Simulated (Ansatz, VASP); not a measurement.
Bi: VASP beside Ansatz

```
CELL_PARAMETERS angstrom
2.10496 1.21530 3.65572
-2.10496 1.21530 3.65572
0.00000 -2.43060 3.65572
ATOMIC_POSITIONS crystal
Bi 0.76600 0.76600 0.76600
Bi 0.23400 0.23400 0.23400
```

Change from the starting cell: volume scaled by 0.8.

Alike in both runs: task single point; functional RPBE; k mesh 7 × 7 × 7; occupations gaussian, width 0.01 eV; collinear spin.

|  | VASP | Ansatz |
| --- | --- | --- |
| version | VASP 6.6.1 | Ansatz 0.2.0 |
| potentials or method | VASP PAW PBE potentials, release 64 (Bi_d), cutoff 520 eV | all-electron LAPW, scalar-relativistic |

|  | VASP | Ansatz | Ansatz less VASP |
| --- | --- | --- | --- |
| gap on the k mesh at the Fermi level (eV) | 0.33 | 0.32 | -0.004 |
| least direct gap on the mesh (eV) | 0.65 | 0.64 | -0.001 |
| pressure (GPa) | 23.3 | 23.3 | +0.09 |
| traceless stress, the component that is largest in VASP (GPa) | -2.06 | -2.05 | +0.009 |
| rms of the force components (eV/Å) | 0.929 | 0.922 | -0.0069 |
| net moment per atom (μB) | 0.00 | 0.00 | 0.000 |

VASP's potentials were made for PBE, not for RPBE. Atom by atom the forces differ by 0.007 eV/Å (rms over components). Ansatz ran all-electron here, and VASP with PAW potentials.

Spin-orbit coupling is off throughout.
